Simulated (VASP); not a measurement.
# Mg6O5 (a cell with a defect) in VASP: a series of runs, part 2 of 2

VASP 6.6.1.

### Step 3. Single point, PBEsol

INCAR reads:

```
PREC = Accurate
ENCUT = 520
EDIFF = 1E-7
ISMEAR = 0
SIGMA = 0.05
LREAL = False
LASPH = True
NELM = 80
ALGO = Normal
ISIF = 2
LWAVE = False
LCHARG = False
GGA = PS
NBANDS = 32
```

KPOINTS reads:

```
regular mesh
0
Gamma
  4 4 4
```

POSCAR reads:

```
Mg6O5
1.0
    5.5908553621      0.0000000000      0.0000000000
    0.0000000000      5.5908553621      0.0000000000
    0.0000000000      0.0000000000      5.5908553621
Mg O
6 5
Direct
    0.2500000000      0.0000000000      0.5000000000
    0.0000000000      0.5000000000      0.2500000000
    0.5000000000      0.7500000000      0.0000000000
    0.7500000000      0.0000000000      0.5000000000
    0.0000000000      0.5000000000      0.7500000000
    0.5000000000      0.2500000000      0.0000000000
    0.5000000000      0.0000000000      0.2500000000
    0.0000000000      0.7500000000      0.5000000000
    0.8750000000      0.4686988862      0.0000000000
    0.5000000000      0.0000000000      0.7500000000
    0.0000000000      0.2500000000      0.5000000000
```

Potentials or basis: VASP PAW PBE potentials, release 64 (Mg, O).

Started as:

```
cat potpaw_PBE.64/Mg/POTCAR potpaw_PBE.64/O/POTCAR > POTCAR
mpirun -np 1 vasp_std > vasp.out
```

OUTCAR:

```text
PREC = Accurate
   ENCUT = 520
   EDIFF = 1E-7
   ISMEAR = 0
   LREAL = False
   LASPH = True
   NELM = 80
   ISIF = 2
   GGA = PS

 ion  position               nearest neighbor table
   1  0.250  0.000  0.500-   7 1.98   8 1.98  10 1.98  11 1.98   4 2.80   4 2.80   2 3.42   5 3.42
                             6 3.42   3 3.42   6 3.42   2 3.42   5 3.42   3 3.42
   2  0.000  0.500  0.250-   9 1.57   8 1.98  11 1.98   5 2.80   5 2.80   3 3.42   4 3.42   1 3.42
                             6 3.42   1 3.42   4 3.42   3 3.42   6 3.42
   3  0.500  0.750  0.000-   7 1.98  10 1.98   9 2.62   6 2.80   6 2.80   2 3.42   4 3.42   5 3.42
                             1 3.42   4 3.42   1 3.42   2 3.42   5 3.42
   4  0.750  0.000  0.500-   7 1.98   8 1.98  10 1.98  11 1.98   1 2.80   1 2.80   3 3.42   5 3.42
                             6 3.42   3 3.42   6 3.42   2 3.42   5 3.42   2 3.42
   5  0.000  0.500  0.750-   9 1.57   8 1.98  11 1.98   2 2.80   2 2.80   1 3.42   3 3.42   4 3.42
                             6 3.42   1 3.42   4 3.42   3 3.42   6 3.42
   6  0.500  0.250  0.000-   7 1.98  10 1.98   9 2.43   3 2.80   3 2.80   2 3.42   1 3.42   4 3.42
                             1 3.42   4 3.42   5 3.42   2 3.42   5 3.42
[... 1056 lines left out ...]

------------------------ aborting loop because EDIFF is reached ----------------------------------------

  FORCE on cell =-STRESS in cart. coord.  units (eV):
  Direction    XX          YY          ZZ          XY          YZ          ZX
  --------------------------------------------------------------------------------------
  -------------------------------------------------------------------------------------
  Total        3.6279465      0.9464598     24.7178406      1.3719771      0.0000000      0.0000000
  in kB       33.2611061      8.6771674    226.6137918     12.5783209      0.0000000      0.0000000
  external PRESSURE =      89.5173551 kB  Pullay stress =       0.0000000 kB

 VOLUME and BASIS-vectors are now :
 -----------------------------------------------------------------------------
  energy-cutoff  :      520.00
  volume of cell :      174.76
      direct lattice vectors                 reciprocal lattice vectors
     5.590855362  0.000000000  0.000000000     0.178863508  0.000000000  0.000000000
     0.000000000  5.590855362  0.000000000     0.000000000  0.178863508  0.000000000
     0.000000000  0.000000000  5.590855362     0.000000000  0.000000000  0.178863508

 POSITION                                       TOTAL-FORCE (eV/Angst)
 -----------------------------------------------------------------------------------
      1.39771      0.00000      2.79543        -0.109596      0.044543     -0.000000
      0.00000      2.79543      1.39771         4.535338      0.797100      8.767394
      2.79543      4.19314      0.00000         0.152949      0.295670     -0.000000
      4.19314      0.00000      2.79543         0.142556      0.119979     -0.000000
      0.00000      2.79543      4.19314         4.535338      0.797100     -8.767394
      2.79543      1.39771      0.00000         0.679752     -0.163620     -0.000000
      2.79543      0.00000      1.39771         0.157860     -0.047125     -0.175532
      0.00000      4.19314      2.79543        -0.124038      0.041584     -0.000000
      4.89200      2.62043      0.00000       -10.165788     -1.780387     -0.000000
      2.79543      0.00000      4.19314         0.157860     -0.047125      0.175532
      0.00000      1.39771      2.79543         0.037769     -0.057720     -0.000000
 -----------------------------------------------------------------------------------
    total drift:                               -0.000316      0.000161      0.000001

  FREE ENERGIE OF THE ION-ELECTRON SYSTEM (eV)
  ---------------------------------------------------
  free  energy   TOTEN  =       -57.9540154397 eV

  energy  without entropy=      -57.9540154397  energy(sigma->0) =      -57.95401544
```

OSZICAR:

```text
N       E                     dE             d eps       ncg     rms          rms(c)
DAV:   1     0.242598077642E+03    0.24260E+03   -0.18665E+04  1920   0.112E+03
DAV:   2    -0.436758069413E+02   -0.28627E+03   -0.27477E+03  2464   0.242E+02
DAV:   3    -0.719452746394E+02   -0.28269E+02   -0.28118E+02  2400   0.834E+01
DAV:   4    -0.722462037329E+02   -0.30093E+00   -0.30082E+00  2280   0.979E+00
DAV:   5    -0.722491845934E+02   -0.29809E-02   -0.29807E-02  2424   0.950E-01    0.200E+01
DAV:   6    -0.585623119599E+02    0.13687E+02   -0.55380E+01  2136   0.370E+01    0.699E+00
DAV:   7    -0.581928995991E+02    0.36941E+00   -0.15140E+00  2192   0.639E+00    0.380E+00
DAV:   8    -0.579516042337E+02    0.24130E+00   -0.47648E-01  2320   0.491E+00    0.655E-01
DAV:   9    -0.579501772324E+02    0.14270E-02   -0.44095E-02  2328   0.105E+00    0.284E-01
DAV:  10    -0.579534727205E+02   -0.32955E-02   -0.57480E-03  2160   0.416E-01    0.919E-02
DAV:  11    -0.579537309978E+02   -0.25828E-03   -0.74973E-04  2376   0.175E-01    0.453E-02
DAV:  12    -0.579539074887E+02   -0.17649E-03   -0.29424E-04  2152   0.939E-02    0.213E-02
DAV:  13    -0.579540059319E+02   -0.98443E-04   -0.14010E-04  2120   0.639E-02    0.146E-02
DAV:  14    -0.579540129988E+02   -0.70669E-05   -0.28147E-05  2304   0.315E-02    0.525E-03
DAV:  15    -0.579540154558E+02   -0.24570E-05   -0.92555E-06  2144   0.162E-02    0.515E-03
DAV:  16    -0.579540153724E+02    0.83396E-07   -0.23235E-06  2384   0.111E-02    0.126E-03
DAV:  17    -0.579540154397E+02   -0.67317E-07   -0.52919E-07  2304   0.422E-03
   1 F= -.57954015E+02 E0= -.57954015E+02  d E =-.129224E-12
```

Run time: 6.2 min. Hardware: 1 thread of Intel Xeon 8259CL, shared host; peak memory 0.33 GiB.

Results:

```yaml
Free_energy: -57.9540 eV
Pressure: 9.0 GPa
Largest_force: 10.321 eV/Å
Band_gap_on_the_k_mesh: 0.52 eV
```

Forces on the atoms (eV/Å):
```
Mg   -0.110   0.045   0.000
Mg    4.535   0.797   8.767
Mg    0.153   0.296   0.000
Mg    0.143   0.120   0.000
Mg    4.535   0.797  -8.767
Mg    0.680  -0.164   0.000
O     0.158  -0.047  -0.176
O    -0.124   0.042   0.000
O   -10.166  -1.780   0.000
O     0.158  -0.047   0.176
O     0.038  -0.058   0.000
```

Stress tensor (GPa, compression positive):
```
 3.33  1.26  0.00
 1.26  0.87  0.00
 0.00  0.00 22.66
```

Levels at points of the mesh, in eV from the valence-band top:
```csv
k point,band 18,band 19,band 20,band 21,band 22,band 23,band 24,band 25
"(0.00, 0.00, 0.00)",-3.27,-2.80,-2.57,-2.18,2.09,2.78,2.99,3.78
"(0.50, 0.00, 0.00)",-3.26,-2.80,-2.57,-0.66,1.06,2.36,3.56,4.28
"(0.00, 0.50, 0.00)",-3.32,-3.25,-2.80,-1.04,1.20,3.15,3.39,4.17
"(0.00, 0.00, 0.50)",-3.35,-3.20,-2.57,-1.30,0.52,2.79,3.83,4.10
"(0.50, 0.50, 0.00)",-3.36,-3.22,-2.80,-0.28,1.66,1.95,3.11,3.31
"(0.00, 0.50, 0.50)",-3.58,-3.40,-3.15,-0.78,1.54,2.17,2.96,3.96
"(0.50, 0.00, 0.50)",-3.25,-3.19,-2.57,-0.45,1.28,2.02,3.28,3.89
"(0.50, 0.50, 0.50)",-3.68,-3.50,-3.38,0.00,1.91,2.25,2.53,3.56
```

Caveat: the cell differs from its parent crystal (atoms taken out, atom 9 moved 0.250 of the way to it and -0.175 Å across, host rigid); semilocal functionals underestimate gaps, and a narrow one can read as zero; the PAW data sets were made with another functional, which shifts forces and pressure a little.
